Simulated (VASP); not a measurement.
# Hf (Fm-3m) in VASP: further runs

Runs on Hf. Level: PBE. Tasks: single point.

Everything below comes from runs of VASP 6.6.1. Logs are shortened: lines on timing, memory, paths and dates and some standing lists are left out, and cuts for length are marked.

### Step 1. The cell of the first run

It takes space group Fm-3m (No. 225, cubic). Conventional cell: a = 4.469 Å, b = 4.469 Å, c = 4.469 Å, α = 90.00°, β = 90.00°, γ = 90.00°. Hf (site symmetry m-3m) has 12 Hf at 3.16 Å within 4.2 Å.

This isn't the form of Hf at room conditions, which is hcp.

### Step 2. Single point, PBE (22.32 Å³/atom)

INCAR reads:

```
ALGO = Normal
EDIFF = 1E-7
ENCUT = 520
GGA = PE
ISIF = 2
ISMEAR = -1
LASPH = True
LCHARG = False
LREAL = False
LWAVE = False
NBANDS = 11
NELM = 80
PREC = Accurate
SIGMA = 0.03
```

KPOINTS reads:

```
k-points
0
Gamma
  16 16 16
```

POSCAR reads:

```
Hf
1.0
    0.0000000000      2.2347024152      2.2347024152
    2.2347024152      0.0000000000      2.2347024152
    2.2347024152      2.2347024152      0.0000000000
Hf
1
Direct
    0.0000000000      0.0000000000      0.0000000000
```

Potentials or basis: VASP PAW PBE potentials, release 64 (Hf_pv).

Started as:

```console
cat potpaw_PBE.64/Hf_pv/POTCAR > POTCAR
mpirun -np 1 vasp_std > vasp.out
```

OUTCAR:

```text
EDIFF = 1E-7
   ENCUT = 520
   GGA = PE
   ISIF = 2
   ISMEAR = -1
   LASPH = True
   LREAL = False
   NELM = 80
   PREC = Accurate

 ion  position               nearest neighbor table
   1  0.000  0.000  0.000-

  LATTYP: Found a face centered cubic cell.
 ALAT       =     4.4694048304

  Lattice vectors:

 A1 = (   0.0000000000,   2.2347024152,   2.2347024152)
 A2 = (   2.2347024152,   0.0000000000,   2.2347024152)
 A3 = (   2.2347024152,   2.2347024152,   0.0000000000)

Analysis of symmetry for initial positions (statically):
=====================================================================
 Subroutine PRICEL returns:
 Original cell was already a primitive cell.

 Routine SETGRP: Setting up the symmetry group for a
 face centered cubic supercell.

 Subroutine GETGRP returns: Found 48 space group operations
 (whereof 48 operations were pure point group operations)
 out of a pool of 48 trial point group operations.

The static configuration has the point symmetry O_h .

Analysis of symmetry for dynamics (positions and initial velocities):
=====================================================================
 Subroutine PRICEL returns:
 Original cell was already a primitive cell.

 Routine SETGRP: Setting up the symmetry group for a
 face centered cubic supercell.

 Subroutine GETGRP returns: Found 48 space group operations
 (whereof 48 operations were pure point group operations)
 out of a pool of 48 trial point group operations.

The dynamic configuration has the point symmetry O_h .

 Subroutine INISYM returns: Found 48 space group operations
 (whereof 48 operations are pure point group operations),
 and found     1 'primitive' translations

----------------------------------------------------------------------------------------

                                     Primitive cell

  volume of cell :      22.3197

  direct lattice vectors                    reciprocal lattice vectors
     0.000000000  2.234702415  2.234702415    -0.223743437  0.223743437  0.223743437
     2.234702415  0.000000000  2.234702415     0.223743437 -0.223743437  0.223743437
     2.234702415  2.234702415  0.000000000     0.223743437  0.223743437 -0.223743437

  length of vectors
     3.160346463  3.160346463  3.160346463     0.387535001  0.387535001  0.387535001

  position of ions in fractional coordinates (direct lattice)
     0.000000000  0.000000000  0.000000000

  ion indices of the primitive-cell ions
   primitive index   ion index
                 1           1
[... 78 lines left out ...]
   ISIF   =      2    stress and relaxation
   ISYM   =      2    0-nonsym 1-usesym 2-fastsym
   POTIM  = 0.5000    time-step for ionic-motion
   TEBEG  =    0.0;   TEEND  =   0.0 temperature during run
   PSTRESS=    0.0 pullay stress
   NELECT =      10.0000    total number of electrons
   NUPDOWN=      -1.0000    fix difference up-down
   EMIN   =  10.00;   EMAX   =-10.00  energy-range for DOS
   EFERMI =   0.00;   METHOD = LEGACY
   ISMEAR =    -1;   SIGMA  =   0.03  broadening in eV -4-tet -1-fermi 0-gaus
   EFERMI_NEDOS =   21; number of points for ismear=-14 and -15
   IALGO  =     38    algorithm
   IMIX   =      4    mixing-type and parameters
     AMIX     =   0.40;   BMIX     =  1.00
     AMIX_MAG =   1.60;   BMIX_MAG =  1.00
  volume/ion in A,a.u.               =      22.32       150.62
  Fermi-wavevector in a.u.,A,eV,Ry     =   1.252694  2.367249 21.350851  1.569243
  Thomas-Fermi vector in A             =   2.386583
   LORBIT       =      0    0 simple, 1 ext, 2 COOP (PROOUT), +10 PAW based schemes
   GGA     = PE    functional components
   LHFCALC =     F    Hartree Fock is set to
   AEXX    =    0.0000 exact exchange contribution
   IVDW    =     0    specifies the selected vdW correction
   LEPSILON=     F    determine dielectric tensor
   LRPA    =     F    only Hartree local field effects (RPA)
 non-spin polarized calculation
  energy-cutoff  :      520.00
  volume of cell :       22.32
 maximum number of plane-waves:       620
   NGX = 11   NGY = 11   NGZ = 11

 number of electron      10.0000000 magnetization

 number of electron       9.9999999 magnetization

 Free energy of the ion-electron system (eV)
  ---------------------------------------------------
  ext. energy  EPLUGINS =         0.00000000
  ---------------------------------------------------
  free energy    TOTEN  =        -9.85273016 eV

  energy without entropy =       -9.84676140  energy(sigma->0) =       -9.84974578

 E-fermi :   4.7503     XC(G=0): -11.2962

 val. band max:        4.7453386861   @ k =  -0.3125   0.3125   0.0625
 cond. band min:       4.7513707140   @ k =  -0.1875   0.1250   0.0000
 fundamental gap:      0.0060320280
 Fermi energy:         4.7502722114

 k-point     1 :       0.0000    0.0000    0.0000
  band No.  band energies     occupation
      1     -25.2486      2.00000
      2     -25.2486      2.00000
      3     -25.2486      2.00000
      4      -2.4617      2.00000
      5       6.1616      0.00000
      6       6.1616      0.00000
      7       6.1616      0.00000
      8       8.9606      0.00000
      9       8.9606      0.00000
     10      16.0787      0.00000
     11      17.8331      0.00000
[... 309 lines left out ...]
 k-point    24 :      -0.0625    0.0625    0.0000
  band No.  band energies     occupation
      1     -25.3284      2.00000
      2     -25.2718      2.00000
      3     -25.2543      2.00000
      4      -2.1002      2.00000
      5       5.7966      0.00000
      6       6.3292      0.00000
      7       6.3435      0.00000
      8       8.6167      0.00000
      9       8.9487      0.00000
     10      16.8697      0.00000
     11      17.8314      0.00000

 [... further k-points ...]

------------------------ aborting loop because EDIFF is reached ----------------------------------------

  FORCE on cell =-STRESS in cart. coord.  units (eV):
  Direction    XX          YY          ZZ          XY          YZ          ZX
  --------------------------------------------------------------------------------------
  -------------------------------------------------------------------------------------
  Total        0.0826128      0.0826128      0.0826128     -0.0000000     -0.0000000      0.0000000
  in kB        5.9301956      5.9301956      5.9301956     -0.0000000     -0.0000000      0.0000000
  external PRESSURE =       5.9301956 kB  Pullay stress =       0.0000000 kB

 VOLUME and BASIS-vectors are now :
 -----------------------------------------------------------------------------
  energy-cutoff  :      520.00
  volume of cell :       22.32
      direct lattice vectors                 reciprocal lattice vectors
     0.000000000  2.234702415  2.234702415    -0.223743437  0.223743437  0.223743437
     2.234702415  0.000000000  2.234702415     0.223743437 -0.223743437  0.223743437
     2.234702415  2.234702415  0.000000000     0.223743437  0.223743437 -0.223743437

 POSITION                                       TOTAL-FORCE (eV/Angst)
 -----------------------------------------------------------------------------------
      0.00000      0.00000      0.00000         0.000000      0.000000      0.000000
 -----------------------------------------------------------------------------------
    total drift:                                0.000000     -0.000000     -0.000000

  FREE ENERGIE OF THE ION-ELECTRON SYSTEM (eV)
  ---------------------------------------------------
  free  energy   TOTEN  =        -9.8527301573 eV

  energy  without entropy=       -9.8467613979  energy(sigma->0) =       -9.84974578
```

OSZICAR:

```text
N       E                     dE             d eps       ncg     rms          rms(c)
DAV:   1     0.128359480755E+02    0.12836E+02   -0.57795E+03  3214   0.845E+02
DAV:   2    -0.974623651244E+01   -0.22582E+02   -0.21880E+02  4029   0.153E+02
DAV:   3    -0.101881557887E+02   -0.44192E+00   -0.43712E+00  4058   0.149E+01
DAV:   4    -0.101899061727E+02   -0.17504E-02   -0.17502E-02  3719   0.112E+00
DAV:   5    -0.101899150516E+02   -0.88789E-05   -0.88781E-05  3990   0.723E-02    0.460E+01
DAV:   6    -0.993985489419E+01    0.25006E+00   -0.21057E-01  3571   0.345E+00    0.273E+01
DAV:   7    -0.985707005219E+01    0.82785E-01   -0.32364E-01  3700   0.415E+00    0.123E+00
DAV:   8    -0.985268690870E+01    0.43831E-02   -0.25136E-02  3576   0.111E+00    0.245E-01
DAV:   9    -0.985272989857E+01   -0.42990E-04   -0.40872E-04  3821   0.164E-01    0.523E-02
DAV:  10    -0.985273046850E+01   -0.56993E-06   -0.27531E-05  3690   0.406E-02    0.494E-02
DAV:  11    -0.985273013506E+01    0.33345E-06   -0.42864E-06  3763   0.154E-02    0.293E-03
DAV:  12    -0.985273015733E+01   -0.22278E-07   -0.54209E-08  2643   0.226E-03
   1 F= -.98527302E+01 E0= -.98497458E+01  d E =-.596876E-02
```

Run time: 25 s. Hardware: 1 thread of Intel Xeon 8259CL, shared host; peak memory 0.16 GiB.

What came out:

- Free energy: -9.8527 eV
- Pressure: 0.6 GPa
- Band gap on the k mesh: zero (bands 5 and 6 overlap by 1.80 eV)

Levels at points of the mesh, in eV from the Fermi level:
| k point | band 3 | band 4 | band 5 | band 6 | band 7 | band 8 |
| --- | --- | --- | --- | --- | --- | --- |
| (0.00, 0.00, 0.00) | -30.00 | -7.21 | 1.41 | 1.41 | 1.41 | 4.21 |
| (0.50, 0.00, 0.00) | -30.11 | -3.63 | 0.59 | 1.19 | 1.19 | 6.33 |
| (0.50, 0.50, 0.00) | -30.29 | -3.25 | -2.13 | 2.54 | 6.34 | 6.95 |

Caveat: spin-orbit coupling is left out, which moves the levels of the heavy elements.

### Step 3. Single point, PBE (22.76 Å³/atom)

This run uses another cell than the first one, of 22.76 Å³/atom.

INCAR reads:

```
SYSTEM = Hf
PREC = Accurate
ENCUT = 520
EDIFF = 1E-6
ISMEAR = -1
SIGMA = 0.03
LREAL = .FALSE.
LASPH = .TRUE.
NELM = 60
ALGO = Normal
ISIF = 2
LWAVE = .FALSE.
LCHARG = .TRUE.
GGA = PE
LELF = .TRUE.
LVHAR = .TRUE.
NBANDS = 11
```

KPOINTS reads:

```
regular mesh
0
G
  16 16 16
  0 0 0
```

POSCAR reads:

```
Hf
1.0
    0.0000000000      2.2492138765      2.2492138765
    2.2492138765      0.0000000000      2.2492138765
    2.2492138765      2.2492138765      0.0000000000
Hf
1
Direct
    0.0000000000      0.0000000000      0.0000000000
```

Potentials or basis: VASP PAW PBE potentials, release 64 (Hf_pv).

Started as:

```console
cat potpaw_PBE.64/Hf_pv/POTCAR > POTCAR
mpirun -np 1 vasp_std > vasp.out
```

OUTCAR:

```text
SYSTEM = Hf
   PREC = Accurate
   ENCUT = 520
   EDIFF = 1E-6
   ISMEAR = -1
   LREAL = .FALSE.
   LASPH = .TRUE.
   NELM = 60
   ISIF = 2
   GGA = PE

 ion  position               nearest neighbor table
   1  0.000  0.000  0.000-

  LATTYP: Found a face centered cubic cell.
 ALAT       =     4.4984277530

  Lattice vectors:

 A1 = (   0.0000000000,   2.2492138765,   2.2492138765)
 A2 = (   2.2492138765,   0.0000000000,   2.2492138765)
 A3 = (   2.2492138765,   2.2492138765,   0.0000000000)

Analysis of symmetry for initial positions (statically):
=====================================================================
 Subroutine PRICEL returns:
 Original cell was already a primitive cell.

 Routine SETGRP: Setting up the symmetry group for a
 face centered cubic supercell.

 Subroutine GETGRP returns: Found 48 space group operations
 (whereof 48 operations were pure point group operations)
 out of a pool of 48 trial point group operations.

The static configuration has the point symmetry O_h .

Analysis of symmetry for dynamics (positions and initial velocities):
=====================================================================
 Subroutine PRICEL returns:
 Original cell was already a primitive cell.

 Routine SETGRP: Setting up the symmetry group for a
 face centered cubic supercell.

 Subroutine GETGRP returns: Found 48 space group operations
 (whereof 48 operations were pure point group operations)
 out of a pool of 48 trial point group operations.

The dynamic configuration has the point symmetry O_h .

 Subroutine INISYM returns: Found 48 space group operations
 (whereof 48 operations are pure point group operations),
 and found     1 'primitive' translations

----------------------------------------------------------------------------------------

                                     Primitive cell

[... 112 lines left out ...]
   LORBIT       =      0    0 simple, 1 ext, 2 COOP (PROOUT), +10 PAW based schemes
   GGA     = PE    functional components
   LHFCALC =     F    Hartree Fock is set to
   AEXX    =    0.0000 exact exchange contribution
   IVDW    =     0    specifies the selected vdW correction
   LEPSILON=     F    determine dielectric tensor
   LRPA    =     F    only Hartree local field effects (RPA)
 non-spin polarized calculation
  energy-cutoff  :      520.00
  volume of cell :       22.76
 maximum number of plane-waves:       622
   NGX = 11   NGY = 11   NGZ = 11

 number of electron      10.0000000 magnetization

 number of electron       9.9999999 magnetization

 Free energy of the ion-electron system (eV)
  ---------------------------------------------------
  ext. energy  EPLUGINS =         0.00000000
  ---------------------------------------------------
  free energy    TOTEN  =        -9.85175812 eV

  energy without entropy =       -9.84571004  energy(sigma->0) =       -9.84873408

 E-fermi :   4.6168     XC(G=0): -11.2086

 val. band max:        4.6110590328   @ k =  -0.2500   0.0625   0.0000
 cond. band min:       4.6211415555   @ k =  -0.3125   0.3750   0.1250
 fundamental gap:      0.0100825226
 Fermi energy:         4.6167536362

 k-point     1 :       0.0000    0.0000    0.0000
  band No.  band energies     occupation
      1     -25.4561      2.00000
      2     -25.4561      2.00000
      3     -25.4561      2.00000
      4      -2.5290      2.00000
      5       6.0176      0.00000
      6       6.0176      0.00000
      7       6.0176      0.00000
      8       8.7469      0.00000
      9       8.7469      0.00000
     10      15.8801      0.00000
     11      17.6284      0.00000
[... 309 lines left out ...]
 k-point    24 :      -0.0625    0.0625    0.0000
  band No.  band energies     occupation
      1     -25.5305      2.00000
      2     -25.4778      2.00000
      3     -25.4614      2.00000
      4      -2.1757      2.00000
      5       5.6615      0.00000
      6       6.1816      0.00000
      7       6.1945      0.00000
      8       8.4143      0.00000
      9       8.7365      0.00000
     10      16.6525      0.00000
     11      17.6267      0.00000

 [... further k-points ...]

------------------------ aborting loop because EDIFF is reached ----------------------------------------

  FORCE on cell =-STRESS in cart. coord.  units (eV):
  Direction    XX          YY          ZZ          XY          YZ          ZX
  --------------------------------------------------------------------------------------
  -------------------------------------------------------------------------------------
  Total       -0.1877180     -0.1877180     -0.1877180      0.0000000      0.0000000     -0.0000000
  in kB      -13.2158259    -13.2158259    -13.2158259      0.0000000      0.0000000     -0.0000000
  external PRESSURE =     -13.2158259 kB  Pullay stress =       0.0000000 kB

 VOLUME and BASIS-vectors are now :
 -----------------------------------------------------------------------------
  energy-cutoff  :      520.00
  volume of cell :       22.76
      direct lattice vectors                 reciprocal lattice vectors
     0.000000000  2.249213876  2.249213876    -0.222299891  0.222299891  0.222299891
     2.249213876  0.000000000  2.249213876     0.222299891 -0.222299891  0.222299891
     2.249213876  2.249213876  0.000000000     0.222299891  0.222299891 -0.222299891

 POSITION                                       TOTAL-FORCE (eV/Angst)
 -----------------------------------------------------------------------------------
      0.00000      0.00000      0.00000        -0.000000      0.000000      0.000000
 -----------------------------------------------------------------------------------
    total drift:                                0.000000      0.000000     -0.000000

  FREE ENERGIE OF THE ION-ELECTRON SYSTEM (eV)
  ---------------------------------------------------
  free  energy   TOTEN  =        -9.8517581212 eV

  energy  without entropy=       -9.8457100428  energy(sigma->0) =       -9.84873408
```

It took 21 s on 1 thread of Intel Xeon 8259CL, shared host; peak memory 0.16 GiB.

What came out:

```yaml
Free_energy: -9.8518 eV
Pressure: -1.3 GPa
Band_gap_on_the_k_mesh: zero (bands 5 and 6 overlap by 1.79 eV)
```

Caveat: spin-orbit coupling is left out, which moves the levels of the heavy elements.
